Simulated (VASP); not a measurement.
A run of VASP 6.6.1 is set up as follows.

File POSCAR:

```
Pb
1.0
    0.0000000000      2.4584086270      2.4584086270
    2.4584086270      0.0000000000      2.4584086270
    2.4584086270      2.4584086270      0.0000000000
Pb
1
Direct
    0.0000000000      0.0000000000      0.0000000000
```

INCAR.step1

```
  PREC = Accurate
  ENCUT = 520
  EDIFF = 1E-5
  ISMEAR = -1
  SIGMA = 0.05
  LREAL = F
  LASPH = T
  NELM = 60
  ALGO = Normal
  ISIF = 2
  LWAVE = T
  NBANDS = 13
  GGA = PE
```

INCAR.step2

```
  PREC = Accurate
  ENCUT = 520
  EDIFF = 1E-6
  ISMEAR = -1
  SIGMA = 0.05
  LREAL = F
  LASPH = T
  NELM = 60
  ALGO = Normal
  ISIF = 2
  LWAVE = F
  LCHARG = T
  METAGGA = R2SCAN
  LHFCALC = T
  AEXX = 0.5
  LMIXTAU = T
  PRECFOCK = Normal
  LELF = T
  LVHAR = T
  NBANDS = 13
  ISTART = 1
```

The input KPOINTS:

```
Automatic mesh
0
Gamma
  5 5 5
```

Potentials or basis: VASP PAW PBE potentials, release 64 (Pb_d).

Run with:

```console
$ cat potpaw_PBE.64/Pb_d/POTCAR > POTCAR
$ cp INCAR.step1 INCAR
$ mpirun -np 1 vasp_std > vasp.out
$ cp INCAR.step2 INCAR
$ mpirun -np 1 vasp_std > vasp.out
```

(1) Predict the pressure.

(2) What does it give for the band gap on the k mesh?

Answers

(1) -0.2 GPa.

(2) zero (bands 7 and 8 overlap by 11.50 eV).

Caveat: the k points lie up to 0.44 Å⁻¹ apart, too coarse for converged energies and pressures of a metal; the PAW data sets were made with another functional, which shifts forces and pressure a little; spin-orbit coupling is left out, which moves the levels of the heavy elements.
